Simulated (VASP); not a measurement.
# SiNi3 (Pm-3m) in VASP: a series of runs

Runs on SiNi3. Level: PBEsol. Tasks: single point.

Program: VASP 6.6.1. These are calculated values, not measurements. Logs are shortened: lines on timing, memory, paths and dates and some standing lists are left out, and cuts for length are marked.

## Step 1: The cell of the first run

Symmetry: Pm-3m, No. 221, cubic system. Conventional cell: a = 3.417 Å, b = 3.417 Å, c = 3.417 Å, α = 90.00°, β = 90.00°, γ = 90.00°. Within 3.2 Å of Si (site symmetry m-3m) lie 12 Ni at 2.42 Å. Within 3.2 Å of Ni (site symmetry 4/mmm) lie 4 Si at 2.42 Å and 8 Ni at 2.42 Å.

## Step 2: Single point, PBEsol

INCAR

```
SYSTEM = SiNi3
PREC = Accurate
ENCUT = 520
EDIFF = 1E-6
ISMEAR = 0
SIGMA = 0.1
LREAL = .False.
LASPH = .True.
NELM = 60
ALGO = Normal
ISIF = 2
LWAVE = .False.
LCHARG = .False.
GGA = PS
NBANDS = 25
```

KPOINTS

```
regular mesh
0
Gamma
  12 12 12
  0 0 0
```

POSCAR

```
SiNi3
1.0
    3.4171217518      0.0000000000      0.0000000000
    0.0000000000      3.4171217518      0.0000000000
    0.0000000000      0.0000000000      3.4171217518
Si Ni
1 3
Direct
    0.0000000000      0.0000000000      0.0000000000
    0.0000000000      0.5000000000      0.5000000000
    0.5000000000      0.0000000000      0.5000000000
    0.5000000000      0.5000000000      0.0000000000
```

Potentials or basis: VASP PAW PBE potentials, release 64 (Si, Ni).

On the command line:

```sh
$ cat potpaw_PBE.64/Si/POTCAR potpaw_PBE.64/Ni/POTCAR > POTCAR
$ mpirun -np 1 vasp_std > vasp.out
```

OUTCAR:

```text
SYSTEM = SiNi3
   PREC = Accurate
   ENCUT = 520
   EDIFF = 1E-6
   ISMEAR = 0
   LREAL = .False.
   LASPH = .True.
   NELM = 60
   ISIF = 2
   GGA = PS

 ion  position               nearest neighbor table
   1  0.000  0.000  0.000-   2 2.42   3 2.42   4 2.42   2 2.42   3 2.42   2 2.42   4 2.42   2 2.42
                             3 2.42   4 2.42   3 2.42   4 2.42
   2  0.000  0.500  0.500-   1 2.42   3 2.42   4 2.42   1 2.42   4 2.42   1 2.42   3 2.42   1 2.42
                             3 2.42   4 2.42   4 2.42   3 2.42
   3  0.500  0.000  0.500-   1 2.42   2 2.42   4 2.42   1 2.42   4 2.42   2 2.42   4 2.42   4 2.42
                             1 2.42   2 2.42   1 2.42   2 2.42
   4  0.500  0.500  0.000-   1 2.42   2 2.42   3 2.42   2 2.42   3 2.42   1 2.42   3 2.42   3 2.42
                             1 2.42   2 2.42   2 2.42   1 2.42

  LATTYP: Found a simple cubic cell.
 ALAT       =     3.4171217518

  Lattice vectors:

 A1 = (   3.4171217518,   0.0000000000,   0.0000000000)
 A2 = (   0.0000000000,   3.4171217518,   0.0000000000)
 A3 = (   0.0000000000,   0.0000000000,   3.4171217518)

Analysis of symmetry for initial positions (statically):
=====================================================================
 Subroutine PRICEL returns:
 Original cell was already a primitive cell.

 Routine SETGRP: Setting up the symmetry group for a
 simple cubic supercell.

 Subroutine GETGRP returns: Found 48 space group operations
 (whereof 48 operations were pure point group operations)
 out of a pool of 48 trial point group operations.

The static configuration has the point symmetry O_h .

Analysis of symmetry for dynamics (positions and initial velocities):
=====================================================================
 Subroutine PRICEL returns:
 Original cell was already a primitive cell.

 Routine SETGRP: Setting up the symmetry group for a
 simple cubic supercell.

 Subroutine GETGRP returns: Found 48 space group operations
 (whereof 48 operations were pure point group operations)
 out of a pool of 48 trial point group operations.

The dynamic configuration has the point symmetry O_h .

 Subroutine INISYM returns: Found 48 space group operations
 (whereof 48 operations are pure point group operations),
 and found     1 'primitive' translations

----------------------------------------------------------------------------------------

                                     Primitive cell

  volume of cell :      39.9008
[... 88 lines left out ...]
   LNONCOLLINEAR =      F non collinear calculations
   LSORBIT =      F    spin-orbit coupling
   LASPH  =      T    aspherical Exc in radial PAW
   ENCUT  =  520.0 eV  38.22 Ry    6.18 a.u.   6.35  6.35  6.35*2*pi/ulx,y,z
   NELM   =     60;   NELMIN=  2; NELMDL= -5     # of ELM steps
   EDIFF  = 0.1E-05   stopping-criterion for ELM
   LREAL  =      F    real-space projection
   EDIFFG = 0.1E-04   stopping-criterion for IOM
   NSW    =      0    number of steps for IOM
   IBRION =     -1    ionic relax: 0-MD 1-quasi-New 2-CG
   NFREE  =      0    steps in history (QN), initial steepest desc. (CG)
   ISIF   =      2    stress and relaxation
   ISYM   =      2    0-nonsym 1-usesym 2-fastsym
   POTIM  = 0.5000    time-step for ionic-motion
   TEBEG  =    0.0;   TEEND  =   0.0 temperature during run
   PSTRESS=    0.0 pullay stress
   NELECT =      34.0000    total number of electrons
   NUPDOWN=      -1.0000    fix difference up-down
   EMIN   =  10.00;   EMAX   =-10.00  energy-range for DOS
   EFERMI =   0.00;   METHOD = LEGACY
   ISMEAR =     0;   SIGMA  =   0.10  broadening in eV -4-tet -1-fermi 0-gaus
   EFERMI_NEDOS =   21; number of points for ismear=-14 and -15
   IALGO  =     38    algorithm
   IMIX   =      4    mixing-type and parameters
     AMIX     =   0.40;   BMIX     =  1.00
     AMIX_MAG =   1.60;   BMIX_MAG =  1.00
  volume/ion in A,a.u.               =       9.98        67.32
  Fermi-wavevector in a.u.,A,eV,Ry     =   1.552056  2.932960 32.774767  2.408877
  Thomas-Fermi vector in A             =   2.656486
   LORBIT       =      0    0 simple, 1 ext, 2 COOP (PROOUT), +10 PAW based schemes
   GGA     = PS    functional components
   LHFCALC =     F    Hartree Fock is set to
   AEXX    =    0.0000 exact exchange contribution
   IVDW    =     0    specifies the selected vdW correction
   LEPSILON=     F    determine dielectric tensor
   LRPA    =     F    only Hartree local field effects (RPA)
 non-spin polarized calculation
 Gauss-broadening in eV      SIGMA  =   0.10
  energy-cutoff  :      520.00
  volume of cell :       39.90
 maximum number of plane-waves:      1108
 NGX is ok and might be reduce to    28
   NGX = 13   NGY = 13   NGZ = 13

 number of electron      33.9999998 magnetization

 Free energy of the ion-electron system (eV)
  ---------------------------------------------------
  ext. energy  EPLUGINS =         0.00000000
  ---------------------------------------------------
  free energy    TOTEN  =       -26.24910889 eV

  energy without entropy =      -26.23943524  energy(sigma->0) =      -26.24427206

 E-fermi :  11.7041     XC(G=0): -13.6717

 val. band max:       11.6981797488   @ k =   0.0833   0.0833   0.0000
 cond. band min:      11.7324802793   @ k =   0.4167   0.4167   0.3333
 fundamental gap:      0.0343005304
 Fermi energy:        11.7040950944

 k-point     1 :       0.0000    0.0000    0.0000
  band No.  band energies     occupation
      1      -0.8533      2.00000
      2       6.3040      2.00000
      3       7.1495      2.00000
      4       7.1495      2.00000
      5       7.7242      2.00000
      6       7.7242      2.00000
[... 661 lines left out ...]
     24      22.1348      0.00000
     25      23.1601      0.00000

 [... further k-points ...]
[... 5 lines left out ...]
  --------------------------------------------------------------------------------------
  -------------------------------------------------------------------------------------
  Total        2.5186079      2.5186079      2.5186079     -0.0000000      0.0000000     -0.0000000
  in kB      101.1322754    101.1322754    101.1322754     -0.0000000      0.0000000     -0.0000000
  external PRESSURE =     101.1322754 kB  Pullay stress =       0.0000000 kB

 VOLUME and BASIS-vectors are now :
 -----------------------------------------------------------------------------
  energy-cutoff  :      520.00
  volume of cell :       39.90
      direct lattice vectors                 reciprocal lattice vectors
     3.417121752  0.000000000  0.000000000     0.292643948  0.000000000  0.000000000
     0.000000000  3.417121752  0.000000000     0.000000000  0.292643948  0.000000000
     0.000000000  0.000000000  3.417121752     0.000000000  0.000000000  0.292643948

 POSITION                                       TOTAL-FORCE (eV/Angst)
 -----------------------------------------------------------------------------------
      0.00000      0.00000      0.00000         0.000000      0.000000      0.000000
      0.00000      1.70856      1.70856         0.000000      0.000000      0.000000
      1.70856      0.00000      1.70856         0.000000      0.000000      0.000000
      1.70856      1.70856      0.00000         0.000000      0.000000      0.000000
 -----------------------------------------------------------------------------------
    total drift:                                0.000000      0.000000      0.000000

  FREE ENERGIE OF THE ION-ELECTRON SYSTEM (eV)
  ---------------------------------------------------
  free  energy   TOTEN  =       -26.2491088869 eV

  energy  without entropy=      -26.2394352363  energy(sigma->0) =      -26.24427206
```

stdout:

```text
POSCAR found type information on POSCAR SiNi
 POSCAR found :  2 types and       4 ions
 scaLAPACK will be used
 -----------------------------------------------------------------------------
|                                                                             |
|                                                                             |
|     You enforced a specific xc type in the INCAR file but a different       |
|     I HOPE YOU KNOW WHAT YOU ARE DOING!                                     |
|                                                                             |
 -----------------------------------------------------------------------------

 LDA part: xc-table for (Slater+PW92), standard interpolation
 POSCAR, INCAR and KPOINTS ok, starting setup
 FFT: planning ... GRIDC
 FFT: planning ... GRID_SOFT
 FFT: planning ... GRID
 WAVECAR not read
 entering main loop
```

Wall time 36 s (1 thread of Intel Xeon 6975P-C (Granite Rapids), shared host); peak memory 0.2 GiB.

Results:

```
Free energy            : -26.2491 eV
Pressure               : 10.1 GPa
Band gap on the k mesh : zero (bands 17 and 18 overlap by 0.27 eV)
```

Levels at points of the mesh, in eV from the Fermi level:
```
           k point  band 13  band 14  band 15  band 16  band 17  band 18  band 19  band 20  band 21  band 22
(0.00, 0.00, 0.00)    -0.98    -0.68    -0.68    -0.32     0.04     0.04     0.04     5.59     6.70     6.70
(0.50, 0.00, 0.00)    -1.47    -1.44    -1.28    -0.60     0.04     3.93     3.93     5.43     5.43     5.78
(0.50, 0.50, 0.00)    -1.60    -1.60    -1.24    -1.14    -1.07     0.74     0.74     6.12     6.73     7.95
(0.50, 0.50, 0.50)    -1.61    -1.39    -1.39    -0.60    -0.22    -0.22    -0.22     1.58     4.35     4.35
```

Caveat: the cell stands under pressure; the PAW data sets were made with another functional, which shifts forces and pressure a little. Spin polarisation is off, so any magnetic state and its effect on volume and gap are missing.

## Step 3: Single point, PBEsol

This run uses another cell than the first one, of 10.16 Å³/atom.

INCAR

```
SYSTEM = SiNi3
ALGO = Fast
EDIFF = 1E-6
ENCUT = 520
GGA = PS
ISIF = 2
ISMEAR = 0
LASPH = .True.
LCHARG = .False.
LREAL = .False.
LWAVE = .False.
NBANDS = 25
NELM = 60
PREC = Accurate
SIGMA = 0.1
```

KPOINTS

```
k-points
0
Gamma
  12 12 12
  0 0 0
```

POSCAR

```
SiNi3
1.0
    3.4379019126      0.0000000000      0.0000000000
    0.0000000000      3.4379019126      0.0000000000
    0.0000000000      0.0000000000      3.4379019126
Si Ni
1 3
Direct
    0.0000000000      0.0000000000      0.0000000000
    0.0000000000      0.5000000000      0.5000000000
    0.5000000000      0.0000000000      0.5000000000
    0.5000000000      0.5000000000      0.0000000000
```

Potentials or basis: VASP PAW PBE potentials, release 64 (Si, Ni).

On the command line:

```sh
$ cat potpaw_PBE.64/Si/POTCAR potpaw_PBE.64/Ni/POTCAR > POTCAR
$ mpirun -np 1 vasp_std > vasp.out
```

OUTCAR:

```text
SYSTEM = SiNi3
   EDIFF = 1E-6
   ENCUT = 520
   GGA = PS
   ISIF = 2
   ISMEAR = 0
   LASPH = .True.
   LREAL = .False.
   NELM = 60
   PREC = Accurate

 ion  position               nearest neighbor table
   1  0.000  0.000  0.000-   2 2.43   3 2.43   4 2.43   2 2.43   3 2.43   2 2.43   4 2.43   2 2.43
                             3 2.43   4 2.43   3 2.43   4 2.43
   2  0.000  0.500  0.500-   1 2.43   3 2.43   4 2.43   1 2.43   4 2.43   1 2.43   3 2.43   1 2.43
                             3 2.43   4 2.43   4 2.43   3 2.43
[... 879 lines left out ...]
  --------------------------------------------------------------------------------------
  -------------------------------------------------------------------------------------
  Total        1.3422868      1.3422868      1.3422868     -0.0000000     -0.0000000      0.0000000
  in kB       52.9267797     52.9267797     52.9267797     -0.0000000     -0.0000000      0.0000000
  external PRESSURE =      52.9267797 kB  Pullay stress =       0.0000000 kB

 VOLUME and BASIS-vectors are now :
 -----------------------------------------------------------------------------
  energy-cutoff  :      520.00
  volume of cell :       40.63
      direct lattice vectors                 reciprocal lattice vectors
     3.437901913  0.000000000  0.000000000     0.290875082  0.000000000  0.000000000
     0.000000000  3.437901913  0.000000000     0.000000000  0.290875082  0.000000000
     0.000000000  0.000000000  3.437901913     0.000000000  0.000000000  0.290875082

 POSITION                                       TOTAL-FORCE (eV/Angst)
 -----------------------------------------------------------------------------------
      0.00000      0.00000      0.00000         0.000000      0.000000      0.000000
      0.00000      1.71895      1.71895         0.000000      0.000000      0.000000
      1.71895      0.00000      1.71895         0.000000      0.000000      0.000000
      1.71895      1.71895      0.00000         0.000000      0.000000      0.000000
 -----------------------------------------------------------------------------------
    total drift:                                0.000000      0.000000      0.000000

  FREE ENERGIE OF THE ION-ELECTRON SYSTEM (eV)
  ---------------------------------------------------
  free  energy   TOTEN  =       -26.2838885751 eV

  energy  without entropy=      -26.2740861194  energy(sigma->0) =      -26.27898735
```

stdout:

```text
POSCAR found type information on POSCAR SiNi
 POSCAR found :  2 types and       4 ions
 scaLAPACK will be used
 -----------------------------------------------------------------------------
|                                                                             |
|                                                                             |
|     You enforced a specific xc type in the INCAR file but a different       |
|     I HOPE YOU KNOW WHAT YOU ARE DOING!                                     |
|                                                                             |
 -----------------------------------------------------------------------------

 LDA part: xc-table for (Slater+PW92), standard interpolation
 POSCAR, INCAR and KPOINTS ok, starting setup
 FFT: planning ... GRIDC
 FFT: planning ... GRID_SOFT
 FFT: planning ... GRID
 WAVECAR not read
 entering main loop
```

It took 43 s on 1 thread of Intel Xeon 6975P-C (Granite Rapids), shared host; peak memory 0.2 GiB.

What came out:

```yaml
Free_energy: -26.2839 eV
Pressure: 5.3 GPa
Band_gap_on_the_k_mesh: zero (bands 17 and 18 overlap by 0.26 eV)
```

Levels at points of the mesh, in eV from the Fermi level:
```csv
k point,band 13,band 14,band 15,band 16,band 17,band 18,band 19,band 20,band 21,band 22
"(0.00, 0.00, 0.00)",-0.95,-0.66,-0.66,-0.31,0.04,0.04,0.04,5.41,6.61,6.61
"(0.50, 0.00, 0.00)",-1.43,-1.40,-1.24,-0.59,0.04,3.86,3.86,5.39,5.39,5.64
"(0.50, 0.50, 0.00)",-1.56,-1.55,-1.21,-1.11,-1.04,0.72,0.72,6.00,6.63,7.88
"(0.50, 0.50, 0.50)",-1.57,-1.35,-1.35,-0.56,-0.22,-0.22,-0.22,1.50,4.27,4.27
```

Caveat: the cell stands under pressure; the PAW data sets were made with another functional, which shifts forces and pressure a little.

## Step 4: Single point, PBEsol

This run uses another cell than the first one, of 10.28 Å³/atom.

INCAR

```
PREC = Accurate
ENCUT = 520
EDIFF = 1E-7
ISMEAR = 0
SIGMA = 0.1
LREAL = False
LASPH = True
NELM = 60
ALGO = Fast
ISIF = 2
LWAVE = False
LCHARG = False
GGA = PS
NBANDS = 25
```

KPOINTS

```
Automatic mesh
0
Gamma
  12 12 12
```

POSCAR

```
SiNi3
1.0
    3.4515001211      0.0000000000      0.0000000000
    0.0000000000      3.4515001211      0.0000000000
    0.0000000000      0.0000000000      3.4515001211
Si Ni
1 3
Direct
    0.0000000000      0.0000000000      0.0000000000
    0.0000000000      0.5000000000      0.5000000000
    0.5000000000      0.0000000000      0.5000000000
    0.5000000000      0.5000000000      0.0000000000
```

On the command line:

```sh
$ cat potpaw_PBE.64/Si/POTCAR potpaw_PBE.64/Ni/POTCAR > POTCAR
$ mpirun -np 1 vasp_std > vasp.out
```

It took 43 s on 1 thread of Intel Xeon 6975P-C (Granite Rapids), shared host; peak memory 0.2 GiB.

It converged, with:

| Property | Result |
| --- | --- |
| Free energy | -26.2949 eV |
| Pressure | 2.3 GPa |
| Band gap on the k mesh | zero (bands 17 and 18 overlap by 0.25 eV) |

Levels at points of the mesh, in eV from the Fermi level:
```
           k point  band 15  band 16  band 17  band 18  band 19  band 20
(0.00, 0.00, 0.00)    -0.65    -0.31     0.04     0.04     0.04     5.29
(0.50, 0.00, 0.00)    -1.22    -0.58     0.04     3.81     3.81     5.36
(0.50, 0.50, 0.00)    -1.19    -1.09    -1.02     0.71     0.71     5.92
(0.50, 0.50, 0.50)    -1.33    -0.53    -0.22    -0.22    -0.22     1.44
```

Caveat: the PAW data sets were made with another functional, which shifts forces and pressure a little. Spin polarisation is off, so any magnetic state and its effect on volume and gap are missing.

## Step 5: Single point, PBEsol

This run uses another cell than the first one, of 10.45 Å³/atom.

INCAR

```
SYSTEM = SiNi3
ALGO     = Fast           ! electronic algorithm
EDIFF    = 1E-7           ! SCF threshold, eV
ENCUT    = 520            ! plane-wave cutoff, eV
GGA      = PS             ! functional
ISIF     = 2              ! what is computed and relaxed
ISMEAR   = 0              ! smearing method
LASPH    = .TRUE.         ! aspherical terms in the spheres
LCHARG   = .FALSE.        ! write CHGCAR
LREAL    = .FALSE.        ! projectors in reciprocal space
LWAVE    = .FALSE.        ! write WAVECAR
NBANDS   = 25             ! bands
NELM     = 80             ! most SCF steps
PREC     = Accurate       ! precision mode
SIGMA    = 0.1            ! smearing width, eV
```

KPOINTS

```
k-points
0
G
  12 12 12
  0 0 0
```

POSCAR

```
SiNi3
1.0
    3.4707106807      0.0000000000      0.0000000000
    0.0000000000      3.4707106807      0.0000000000
    0.0000000000      0.0000000000      3.4707106807
Si Ni
1 3
Direct
    0.0000000000      0.0000000000      0.0000000000
    0.0000000000      0.5000000000      0.5000000000
    0.5000000000      0.0000000000      0.5000000000
    0.5000000000      0.5000000000      0.0000000000
```

On the command line:

```sh
$ cat potpaw_PBE.64/Si/POTCAR potpaw_PBE.64/Ni/POTCAR > POTCAR
$ mpirun -np 1 vasp_std > vasp.out
```

Wall time 46 s (1 thread of Intel Xeon 6975P-C (Granite Rapids), shared host); peak memory 0.2 GiB.

The run converged. Its results:

| Item | Value |
| --- | --- |
| Free energy | -26.2954 eV |
| Pressure | -1.7 GPa |
| Band gap on the k mesh | zero (bands 17 and 18 overlap by 0.25 eV) |

Levels at points of the mesh, in eV from the Fermi level:
```tsv
k point	band 13	band 14	band 15	band 16	band 17	band 18	band 19	band 20	band 21	band 22
(0.00, 0.00, 0.00)	-0.92	-0.63	-0.63	-0.30	0.03	0.03	0.03	5.13	6.47	6.47
(0.50, 0.00, 0.00)	-1.38	-1.34	-1.19	-0.56	0.04	3.74	3.74	5.32	5.32	5.42
(0.50, 0.50, 0.00)	-1.49	-1.49	-1.16	-1.06	-1.00	0.69	0.69	5.81	6.48	7.77
(0.50, 0.50, 0.50)	-1.50	-1.30	-1.30	-0.50	-0.21	-0.21	-0.21	1.36	4.14	4.14
```

Caveat: the PAW data sets were made with another functional, which shifts forces and pressure a little. Spin polarisation is off, so any magnetic state and its effect on volume and gap are missing.

## Step 6: The runs side by side

| cell | gap on the mesh (eV) | pressure (GPa) |
| --- | --- | --- |
| a = 3.417 Å, 4 atoms | none | 10.1 |
| a = 3.438 Å, 4 atoms | none | 5.3 |
| a = 3.452 Å, 4 atoms | none | 2.3 |
| a = 3.471 Å, 4 atoms | none | -1.7 |

Alike in all rows: task single point; level PBEsol; potentials or basis VASP PAW PBE potentials, release 64 (Si, Ni); no spin polarisation; k mesh 12 × 12 × 12; cutoff (eV) 520; smearing gaussian 0.1 eV.

Caveats: the PAW data sets were made with another functional, which shifts forces and pressure a little; the cell stands under pressure (at least some runs).

Absolute energies hang on the potentials; compare differences alone.
